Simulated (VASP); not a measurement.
# Ir: single point with r2SCAN

Crystal: Ir.

```
Ir
1.0
     2.65221    0.00000    0.00000
    -1.32611    2.29688    0.00000
     0.00000    0.00000    4.30972
Ir
2
Direct
  0.33333 0.66667 0.25000
  0.66667 0.33333 0.75000
```

This isn't the form of Ir at room conditions, which is fcc.

```yaml
Program: VASP 6.6.1
Task: single point
Functional: r2SCAN
Potentials_or_basis: VASP PAW PBE potentials, release 64 (Ir)
Cutoff: 520 eV
k_mesh: 15 × 15 × 8
Occupations: fermi-dirac, width 0.05 eV
Spin: collinear spin
Starting_moments: "[1.0, 1.0] μB"
```

```json
{
 "Pressure": "42.1 GPa",
 "Band gap on the k mesh": "zero (filled and empty bands overlap)",
 "Net moment": "0.00 μB per cell",
 "Valence electrons inside the program's atomic spheres": "Ir 8.67"
}
```

Stress tensor (GPa, compression positive):
```
42.26  0.00  0.00
 0.00 42.26  0.00
 0.00  0.00 41.87
```

Levels at points of the mesh, in eV from the Fermi level:
Spin up:
| k point | band 7 | band 8 | band 9 | band 10 | band 11 | band 12 |
| --- | --- | --- | --- | --- | --- | --- |
| (0.00, 0.00, 0.00) | -3.74 | -2.79 | -2.79 | -1.02 | 0.31 | 0.31 |
| (0.00, 0.00, 0.50) | -4.65 | -4.65 | -0.55 | -0.55 | -0.55 | -0.55 |
Spin down:
| k point | band 5 | band 6 | band 7 | band 8 | band 9 | band 10 | band 11 | band 12 | band 13 | band 14 |
| --- | --- | --- | --- | --- | --- | --- | --- | --- | --- | --- |
| (0.00, 0.00, 0.00) | -4.51 | -3.74 | -3.74 | -2.79 | -2.79 | -1.02 | 0.31 | 0.31 | 8.21 | 14.94 |
| (0.00, 0.00, 0.50) | -4.65 | -4.65 | -4.65 | -4.65 | -0.55 | -0.55 | -0.55 | -0.55 | 14.40 | 14.40 |

Run time: 8.3 min on 1 thread of Intel Xeon 8259CL (shared host), peak memory 0.23 GiB.

Caveat: the cell stands under pressure; the PAW data sets were made with another functional, which shifts forces and pressure a little; spin-orbit coupling is left out, which moves the levels of the heavy elements.
